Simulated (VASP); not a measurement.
# Cu3O2 in VASP: further runs

Runs on Cu3O2. Level: PBE. Tasks: single point.

All numbers are computed with VASP 6.6.1; they aren't measurements. Logs are shortened: lines on timing, memory, paths and dates and some standing lists are left out, and cuts for length are marked.

## Step 1: The cell of the first run

The typed cell holds 5 atoms: a = 4.062 Å, b = 4.062 Å, c = 4.062 Å, α = 93.50°, β = 93.50°, γ = 93.50°.

The cell was generated, and may not be a known phase.

## Step 2: Single point, PBE, collinear spin

File INCAR:

```
PREC = Accurate
ENCUT = 520
EDIFF = 1E-6
ISMEAR = 0
SIGMA = 0.1
LREAL = F
LASPH = T
NELM = 150
ALGO = Normal
ISIF = 2
LWAVE = F
LCHARG = F
ISPIN = 2
MAGMOM = 1 1 1 0 0
LORBIT = 11
LMAXMIX = 4
GGA = PE
NBANDS = 34
```

File KPOINTS:

```
regular mesh
0
Gamma
  6 6 6
```

File POSCAR:

```
Cu3O2
1.0
    2.9587084064      1.7082110949      2.1972047194
   -2.9587084064      1.7082110949      2.1972047194
    0.0000000000     -3.4164221897      2.1972047194
Cu O
3 2
Direct
    0.0000000000      0.4999580300      0.5000419700
    0.5000419700      0.0000000000      0.4999580300
    0.4999580300      0.5000419700      0.0000000000
    0.2361497290      0.2361497290      0.2361497290
    0.7638502710      0.7638502710      0.7638502710
```

Potentials or basis: VASP PAW PBE potentials, release 64 (Cu, O).

Command:

```bash
> cat potpaw_PBE.64/Cu/POTCAR potpaw_PBE.64/O/POTCAR > POTCAR
> mpirun -np 1 vasp_std > vasp.out
```

OUTCAR:

```text
PREC = Accurate
   ENCUT = 520
   EDIFF = 1E-6
   ISMEAR = 0
   LREAL = F
   LASPH = T
   NELM = 150
   ISIF = 2
   ISPIN = 2
   LORBIT = 11
   GGA = PE

 ion  position               nearest neighbor table
   1  0.000  0.500  0.500-   4 1.82   5 1.82   3 2.78   2 2.78   3 2.78   2 2.78
   2  0.500  0.000  0.500-   5 1.82   4 1.82   3 2.78   1 2.78   3 2.78   1 2.78
   3  0.500  0.500  0.000-   4 1.82   5 1.82   1 2.78   2 2.78   1 2.78   2 2.78
   4  0.236  0.236  0.236-   3 1.82   1 1.82   2 1.82
   5  0.764  0.764  0.764-   3 1.82   2 1.82   1 1.82

  LATTYP: Found a trigonal (rhomboedric) cell.
 ALAT       =     4.0619760164
 COS(alpha) =    -0.0611080697

  Lattice vectors:

 A1 = (   2.9587084064,   1.7082110949,   2.1972047194)
 A2 = (  -2.9587084064,   1.7082110949,   2.1972047194)
 A3 = (   0.0000000000,  -3.4164221897,   2.1972047194)

Analysis of symmetry for initial positions (statically):
=====================================================================
 Subroutine PRICEL returns:
 Original cell was already a primitive cell.

 Routine SETGRP: Setting up the symmetry group for a
 trigonal (rhombohedral) supercell.

 Subroutine GETGRP returns: Found  6 space group operations
 (whereof  6 operations were pure point group operations)
 out of a pool of 12 trial point group operations.

The static configuration has the point symmetry D_3 .

Analysis of symmetry for dynamics (positions and initial velocities):
=====================================================================
 Subroutine PRICEL returns:
 Original cell was already a primitive cell.

 Routine SETGRP: Setting up the symmetry group for a
 trigonal (rhombohedral) supercell.

 Subroutine GETGRP returns: Found  6 space group operations
 (whereof  6 operations were pure point group operations)
 out of a pool of 12 trial point group operations.

The dynamic configuration has the point symmetry D_3 .

Analysis of structural, dynamic, and magnetic symmetry:
=====================================================================
 Subroutine PRICEL returns:
 Original cell was already a primitive cell.

 Routine SETGRP: Setting up the symmetry group for a
 trigonal (rhombohedral) supercell.

 Subroutine GETGRP returns: Found  6 space group operations
 (whereof  6 operations were pure point group operations)
 out of a pool of 12 trial point group operations.

The overall configuration has the point symmetry D_3 .

 Subroutine INISYM returns: Found  6 space group operations
 (whereof  6 operations are pure point group operations),
 and found     1 'primitive' translations

----------------------------------------------------------------------------------------

                                     Primitive cell

  volume of cell :      66.6293

  direct lattice vectors                    reciprocal lattice vectors
     2.958708406  1.708211095  2.197204719     0.168992659  0.097567957  0.151707909
    -2.958708406  1.708211095  2.197204719    -0.168992659  0.097567957  0.151707909
     0.000000000 -3.416422190  2.197204719     0.000000000 -0.195135914  0.151707909

  length of vectors
     4.061976016  4.061976016  4.061976016     0.247170618  0.247170618  0.247170618

  position of ions in fractional coordinates (direct lattice)
     0.000000000  0.499958030  0.500041970
     0.500041970  0.000000000  0.499958030
     0.499958030  0.500041970  1.000000000
     0.236149729  0.236149729  0.236149729
     0.763850271  0.763850271  0.763850271

  ion indices of the primitive-cell ions
   primitive index   ion index
                 1           1
                 2           2
                 3           3
                 4           4
                 5           5

----------------------------------------------------------------------------------------

 KPOINTS: regular mesh

Automatic generation of k-mesh.
 Grid dimensions read from file:
 generate k-points for:    6    6    6

 Generating k-lattice:

  Cartesian coordinates                     Fractional coordinates (reciprocal lattice)
     0.028165443  0.016261326  0.025284651     0.166666667  0.000000000  0.000000000
    -0.028165443  0.016261326  0.025284651     0.000000000  0.166666667  0.000000000
     0.000000000 -0.032522652  0.025284651     0.000000000  0.000000000  0.166666667

  Length of vectors
     0.041195103  0.041195103  0.041195103

  Shift w.r.t. Gamma in fractional coordinates (k-lattice)
     0.000000000  0.000000000  0.000000000

 Subroutine IBZKPT returns following result:
 ===========================================

 Found     32 irreducible k-points:

 Following reciprocal coordinates:
            Coordinates               Weight
  0.000000  0.000000  0.000000      1.000000
  0.166667 -0.000000  0.000000      6.000000
  0.333333 -0.000000  0.000000      6.000000
  0.500000 -0.000000  0.000000      3.000000
  0.166667  0.166667  0.000000      6.000000
  0.333333  0.166667  0.000000     12.000000
[... 16 lines left out ...]
  0.500000  0.500000  0.166667      6.000000
 -0.333333  0.500000  0.166667     12.000000
 [... further k-points ...]
   k-points           NKPTS =     32   k-points in BZ     NKDIM =     32   number of bands    NBANDS=     34
   number of dos      NEDOS =    301   number of ions     NIONS =      5
   total plane-waves  NPLWV =  27000
   dimension x,y,z NGX =    30 NGY =   30 NGZ =   30
   dimension x,y,z NGXF=    60 NGYF=   60 NGZF=   60
   ions per type =               3   2
   NGX,Y,Z   is equivalent  to a cutoff of  12.28, 12.28, 12.28 a.u.
   NGXF,Y,Z  is equivalent  to a cutoff of  24.56, 24.56, 24.56 a.u.
 SYSTEM =  unknown system
   PREC   = accura    normal or accurate (medium, high low for compatibility)
   ISTART =      0    job   : 0-new  1-cont  2-samecut
   ICHARG =      2    charge: 1-file 2-atom 10-const
   ISPIN  =      2    spin polarized calculation?
   LNONCOLLINEAR =      F non collinear calculations
   LSORBIT =      F    spin-orbit coupling
   LASPH  =      T    aspherical Exc in radial PAW
   ENCUT  =  520.0 eV  38.22 Ry    6.18 a.u.   7.55  7.55  7.55*2*pi/ulx,y,z
   NELM   =    150;   NELMIN=  2; NELMDL= -5     # of ELM steps
   EDIFF  = 0.1E-05   stopping-criterion for ELM
   LREAL  =      F    real-space projection
   EDIFFG = 0.1E-04   stopping-criterion for IOM
   NSW    =      0    number of steps for IOM
   IBRION =     -1    ionic relax: 0-MD 1-quasi-New 2-CG
   NFREE  =      0    steps in history (QN), initial steepest desc. (CG)
   ISIF   =      2    stress and relaxation
   ISYM   =      2    0-nonsym 1-usesym 2-fastsym
   POTIM  = 0.5000    time-step for ionic-motion
   TEBEG  =    0.0;   TEEND  =   0.0 temperature during run
   PSTRESS=    0.0 pullay stress
   NELECT =      45.0000    total number of electrons
   NUPDOWN=      -1.0000    fix difference up-down
   EMIN   =  10.00;   EMAX   =-10.00  energy-range for DOS
   EFERMI =   0.00;   METHOD = LEGACY
   ISMEAR =     0;   SIGMA  =   0.10  broadening in eV -4-tet -1-fermi 0-gaus
   EFERMI_NEDOS =   21; number of points for ismear=-14 and -15
   IALGO  =     38    algorithm
   IMIX   =      4    mixing-type and parameters
     AMIX     =   0.40;   BMIX     =  1.00
     AMIX_MAG =   1.60;   BMIX_MAG =  1.00
  volume/ion in A,a.u.               =      13.33        89.93
  Fermi-wavevector in a.u.,A,eV,Ry     =   1.436340  2.714289 28.069797  2.063072
  Thomas-Fermi vector in A             =   2.555539
   LORBIT       =     11    0 simple, 1 ext, 2 COOP (PROOUT), +10 PAW based schemes
   GGA     = PE    functional components
   LHFCALC =     F    Hartree Fock is set to
   AEXX    =    0.0000 exact exchange contribution
   IVDW    =     0    specifies the selected vdW correction
   LEPSILON=     F    determine dielectric tensor
   LRPA    =     F    only Hartree local field effects (RPA)
 spin polarized calculation
 Gauss-broadening in eV      SIGMA  =   0.10
  energy-cutoff  :      520.00
  volume of cell :       66.63
 maximum number of plane-waves:      1815
   NGX = 15   NGY = 15   NGZ = 15

 number of electron      44.9999998 magnetization       0.7040426

 Free energy of the ion-electron system (eV)
  ---------------------------------------------------
  ext. energy  EPLUGINS =         0.00000000
  ---------------------------------------------------
  free energy    TOTEN  =       -23.10881538 eV

  energy without entropy =      -23.09425154  energy(sigma->0) =      -23.10153346

 E-fermi :   3.3306     XC(G=0): -10.5681

 val. band max:        3.3269981436   @ k =   0.3333   0.1667   0.0000
 cond. band min:       3.3375947385   @ k =  -0.3333   0.3333   0.1667
 fundamental gap:      0.0105965949
 Fermi energy:         3.3305749373

 spin component 1

 k-point     1 :       0.0000    0.0000    0.0000
  band No.  band energies     occupation
      1     -15.5804      1.00000
      2     -14.7253      1.00000
      3      -3.0194      1.00000
      4      -3.0194      1.00000
      5      -2.0827      1.00000
      6      -0.9626      1.00000
[... 26 lines left out ...]
     33      16.8779      0.00000
     34      17.4829      0.00000

 k-point     2 :       0.1667   -0.0000    0.0000
  band No.  band energies     occupation
      1     -15.5234      1.00000
      2     -14.7775      1.00000
      3      -2.9329      1.00000
      4      -2.9236      1.00000
      5      -1.9869      1.00000
      6      -0.9924      1.00000
[... 26 lines left out ...]
     33      17.5125      0.00000
     34      17.7776      0.00000
[... 775 lines left out ...]
     33      17.5738      0.00000
     34      19.9375      0.00000

 k-point    24 :      -0.3333    0.5000    0.1667
  band No.  band energies     occupation
      1     -15.1795      1.00000
      2     -15.0443      1.00000
      3      -3.0314      1.00000
      4      -2.5114      1.00000
      5      -1.8562      1.00000
      6      -1.3056      1.00000
[... 26 lines left out ...]
     33      17.9042      0.00000
     34      18.8195      0.00000

 [... further k-points ...]

 spin component 2

 k-point     1 :       0.0000    0.0000    0.0000
  band No.  band energies     occupation
      1     -15.4351      1.00000
      2     -14.5682      1.00000
      3      -2.8875      1.00000
      4      -2.8875      1.00000
      5      -1.9408      1.00000
      6      -0.7807      1.00000
[... 26 lines left out ...]
     33      16.8950      0.00000
     34      17.5005      0.00000

 k-point     2 :       0.1667   -0.0000    0.0000
  band No.  band energies     occupation
      1     -15.3773      1.00000
      2     -14.6210      1.00000
      3      -2.7978      1.00000
      4      -2.7946      1.00000
      5      -1.8461      1.00000
      6      -0.8532      1.00000
[... 26 lines left out ...]
     33      17.5434      0.00000
     34      17.7966      0.00000
[... 775 lines left out ...]
     33      17.6214      0.00000
     34      19.9928      0.00000

 k-point    24 :      -0.3333    0.5000    0.1667
  band No.  band energies     occupation
      1     -15.0269      1.00000
      2     -14.8916      1.00000
      3      -2.9216      1.00000
      4      -2.3912      1.00000
      5      -1.7071      1.00000
      6      -1.1871      1.00000
[... 26 lines left out ...]
     33      17.9590      0.00000
     34      18.8496      0.00000

 [... further k-points ...]

------------------------ aborting loop because EDIFF is reached ----------------------------------------

  FORCE on cell =-STRESS in cart. coord.  units (eV):
  Direction    XX          YY          ZZ          XY          YZ          ZX
  --------------------------------------------------------------------------------------
  -------------------------------------------------------------------------------------
  Total        0.5460931      0.5460931      0.0691443      0.0000000      0.0000000      0.0000000
  in kB       13.1314224     13.1314224      1.6626530      0.0000000      0.0000000      0.0000000
  external PRESSURE =       9.3084992 kB  Pullay stress =       0.0000000 kB

 VOLUME and BASIS-vectors are now :
 -----------------------------------------------------------------------------
  energy-cutoff  :      520.00
  volume of cell :       66.63
      direct lattice vectors                 reciprocal lattice vectors
     2.958708406  1.708211095  2.197204719     0.168992659  0.097567957  0.151707909
    -2.958708406  1.708211095  2.197204719    -0.168992659  0.097567957  0.151707909
     0.000000000 -3.416422190  2.197204719     0.000000000 -0.195135914  0.151707909

 POSITION                                       TOTAL-FORCE (eV/Angst)
 -----------------------------------------------------------------------------------
     -1.47923     -0.85432      2.19720        -0.000253      0.000438     -0.000000
      1.47948     -0.85389      2.19720        -0.000253     -0.000438     -0.000000
     -0.00025      1.70821      2.19720         0.000506      0.000000     -0.000000
      0.00000      0.00000      1.55661        -0.000000     -0.000000     -0.092376
      0.00000      0.00000      5.03501        -0.000000      0.000000      0.092376
 -----------------------------------------------------------------------------------
    total drift:                               -0.000000      0.000000     -0.000000

  FREE ENERGIE OF THE ION-ELECTRON SYSTEM (eV)
  ---------------------------------------------------
  free  energy   TOTEN  =       -23.1088153770 eV

  energy  without entropy=      -23.0942515427  energy(sigma->0) =      -23.10153346

 total charge

# of ion       s       p       d       tot
------------------------------------------
    1        0.439   0.368   9.164   9.972
    2        0.439   0.368   9.164   9.972
    3        0.439   0.368   9.164   9.972
    4        1.563   3.416   0.000   4.979
    5        1.563   3.416   0.000   4.979
--------------------------------------------------
tot          4.443   7.938  27.492  39.873

 magnetization (x)

# of ion       s       p       d       tot
------------------------------------------
    1        0.013  -0.002   0.160   0.172
    2        0.013  -0.002   0.160   0.172
    3        0.013  -0.002   0.160   0.172
    4        0.001   0.084   0.000   0.085
    5        0.001   0.084   0.000   0.085
--------------------------------------------------
tot          0.043   0.161   0.481   0.685
```

Run time: 2.3 min. Hardware: 1 thread of Intel Xeon Platinum 8488C (Sapphire Rapids), shared host; peak memory 0.25 GiB.

Results:

| Property | Result |
| --- | --- |
| Free energy | -23.1088 eV |
| Pressure | 0.9 GPa |
| Largest force | 0.092 eV/Å |
| Net moment | 0.70 μB per cell |
| Site moments | Cu +0.17; O +0.09 μB |
| Valence electrons inside the program's atomic spheres | Cu 9.97; O 4.98 |

Forces in eV/Å, atoms in the order of the input:
```
Cu   0.000  0.000  0.000
Cu   0.000  0.000  0.000
Cu   0.001  0.000  0.000
O    0.000  0.000 -0.092
O    0.000  0.000  0.092
```

Caveat: a moment this small can come from the mesh or the smearing.

## Step 3: Single point, PBE

This run uses another cell than the first one, of 13.36 Å³/atom.

File INCAR:

```
PREC = Accurate
ENCUT = 520
EDIFF = 1E-6
ISMEAR = 0
SIGMA = 0.1
LREAL = F
LASPH = T
NELM = 100
ALGO = Normal
ISIF = 2
LWAVE = F
LCHARG = T
GGA = PE
LELF = T
LVHAR = T
NBANDS = 30
```

File KPOINTS:

```
Automatic mesh
0
Gamma
  12 12 12
```

File POSCAR:

```
Cu3O2
1.0
    2.9625264209      1.7104154266      2.1977142604
   -2.9625264209      1.7104154266      2.1977142604
    0.0000000000     -3.4208308531      2.1977142605
Cu O
3 2
Direct
    0.0000000000      0.5000000000      0.5000000000
    0.5000000000      0.0000000000      0.5000000000
    0.5000000000      0.5000000000      0.0000000000
    0.2369259852      0.2369259852      0.2369259852
    0.7630740148      0.7630740148      0.7630740148
```

Potentials or basis: VASP PAW PBE potentials, release 64 (Cu, O).

Command:

```bash
> cat potpaw_PBE.64/Cu/POTCAR potpaw_PBE.64/O/POTCAR > POTCAR
> mpirun -np 1 vasp_std > vasp.out
```

It took 5.4 min on 1 thread of Intel Xeon Platinum 8488C (Sapphire Rapids), shared host; peak memory 0.39 GiB.

Results (log left out):

| Item | Value |
| --- | --- |
| Free energy | -23.1023 eV |
| Pressure | 0.9 GPa |
| Largest force | 0.081 eV/Å |
| Band gap on the k mesh | zero (an odd number of electrons rules out a gap without spin polarisation) |

Forces on the atoms (eV/Å):
```
Cu   0.000  0.000  0.000
Cu   0.000  0.000  0.000
Cu   0.000  0.000  0.000
O    0.000  0.000 -0.081
O    0.000  0.000  0.081
```

Stress tensor (GPa, compression positive):
```
1.13 0.00 0.00
0.00 1.13 0.00
0.00 0.00 0.32
```

Levels at points of the mesh, in eV from the Fermi level:
| k point | band 18 | band 19 | band 20 | band 21 | band 22 | band 23 | band 24 | band 25 | band 26 | band 27 |
| --- | --- | --- | --- | --- | --- | --- | --- | --- | --- | --- |
| (0.00, 0.00, 0.00) | -1.63 | -1.63 | -1.32 | -0.73 | 0.32 | 0.32 | 1.63 | 2.95 | 2.95 | 9.85 |
| (0.50, 0.00, 0.00) | -1.75 | -1.55 | -1.31 | -0.93 | -0.47 | 0.19 | 3.44 | 3.54 | 4.92 | 6.99 |
| (0.50, 0.50, 0.00) | -1.72 | -1.33 | -1.33 | -1.01 | -0.54 | 0.07 | 3.09 | 3.73 | 5.02 | 5.56 |
| (0.50, 0.50, 0.50) | -1.59 | -1.59 | -1.40 | -0.48 | -0.48 | 0.06 | 3.89 | 4.81 | 4.81 | 5.85 |

With open d or f shells a metallic result of PBE can be an artefact of self-interaction; +U or a hybrid may open a gap.
